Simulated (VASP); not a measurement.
SnO, 4 atoms in the cell. The structure is tetragonal, space group P4/nmm (No. 129). The conventional cell has a = 3.736 Å, b = 3.736 Å, c = 4.787 Å, α = 90.00°, β = 90.00°, γ = 90.00°. Sn (site symmetry 4mm) has 4 O at 2.18 Å within 2.9 Å. O (site symmetry -4m2) has 4 Sn at 2.18 Å and 4 O at 2.64 Å within 2.9 Å. 

- Program: VASP 6.6.1
- Task: single point
- Functional: r2SCAN
- Dispersion: rVV10
- Potentials or basis: VASP PAW PBE potentials, release 64 (Sn_d, O)
- Cutoff: 660 eV
- k mesh: 7 × 7 × 6
- Occupations: fermi-dirac, width 0.05 eV
- Spin: no spin polarisation
- Dipole correction: no
- Further INCAR settings: ALGO = Normal; EDIFF = 1e-06; NBANDS = 28

Potentials or basis: VASP PAW PBE potentials, release 64 (Sn_d, O).

The run is started by

```sh
$ cat potpaw_PBE.64/Sn_d/POTCAR potpaw_PBE.64/O/POTCAR > POTCAR
$ cp INCAR.step1 INCAR
$ mpirun -np 1 vasp_std > vasp.out
$ cp INCAR.step2 INCAR
$ mpirun -np 1 vasp_std > vasp.out
```

Hardware: 1 thread of Intel Xeon 8259CL, with other jobs on the host.

Q: How long does it take, and how much memory?

A: It took 6.9 min on 1 thread of Intel Xeon 8259CL, with other jobs on the host, peak memory 0.42 GiB. Counts: k points 40.
